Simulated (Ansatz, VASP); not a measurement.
# Sn: VASP beside Ansatz

Contents of POSCAR:

```
Sn
1.0
   -2.0291894110      2.0291894110      1.6607599896
    2.0291894110     -2.0291894110      1.6607599896
    2.0291894110      2.0291894110     -1.6607599896
Sn
1
Direct
    0.0000000000      0.0000000000      0.0000000000
```

INCAR.step1

```
ALGO = Normal ; EDIFF = 1E-5
ENCUT = 520 ; GGA = PE
ISIF = 2 ; ISMEAR = -1
LASPH = True ; LREAL = False
LWAVE = True ; NBANDS = 13
NELM = 100 ; PREC = Accurate
SIGMA = 0.05
```

Contents of INCAR.step2:

```
AEXX = 0.25 ; ALGO = Normal
EDIFF = 1E-6 ; ENCUT = 520
GGA = PE ; ISIF = 2
ISMEAR = -1 ; ISTART = 1
LASPH = True ; LCHARG = True
LELF = True ; LHFCALC = True
LREAL = False ; LVHAR = True
LWAVE = False ; NBANDS = 13
NELM = 100 ; PREC = Accurate
PRECFOCK = Normal ; SIGMA = 0.05
```

KPOINTS

```
k-points
0
Gamma
  6 6 6
```

File input.yaml:

```yaml
crystal:
  lattice:
    - [-2.029189411, 2.029189411, 1.6607599896]
    - [2.029189411, -2.029189411, 1.6607599896]
    - [2.029189411, 2.029189411, -1.6607599896]
  atoms:
    - { symbol: Sn, position: [0.0, 0.0, 0.0] }
hamiltonian:
  xc: pbe0
  pseudopotentials: { kind: paw }
kpoints:
  mp_grid: { grid: [6, 6, 6] }
scf:
  occupations: { method: fermi_dirac, width: 0.05 }
output:
  forces: true
  stress: true
  eigenvalues: true
  write_density: true
  write_potential: true
  elf: true
  volumetric_format: npy
```

Alike in both runs: task single point; functional PBE0; k mesh 6 × 6 × 6; occupations fermi-dirac, width 0.05 eV; no spin polarisation.

|  | VASP | Ansatz |
| --- | --- | --- |
| version | VASP 6.6.1 | Ansatz 0.2.0 |
| potentials or method | VASP PAW PBE potentials, release 64 (Sn_d) | Ansatz PAW |
| plane-wave cutoff (eV) | 520 | 420 |
| valence electrons in the cell | 14 | 14 |

```csv
,VASP,Ansatz,Ansatz less VASP
gap on the k mesh at the Fermi level (eV),none,none,-
pressure (GPa),-0.6,-0.4,+0.16
"traceless stress, the component that is largest in VASP (GPa)",-0.69,-0.70,-0.016
```

A gap of «none» marks a metal or a gap that the smearing closes. With one functional, cell and mesh, what is left measures potentials, basis and numerics.

The k mesh is coarse, so the values compare programs but aren't converged.
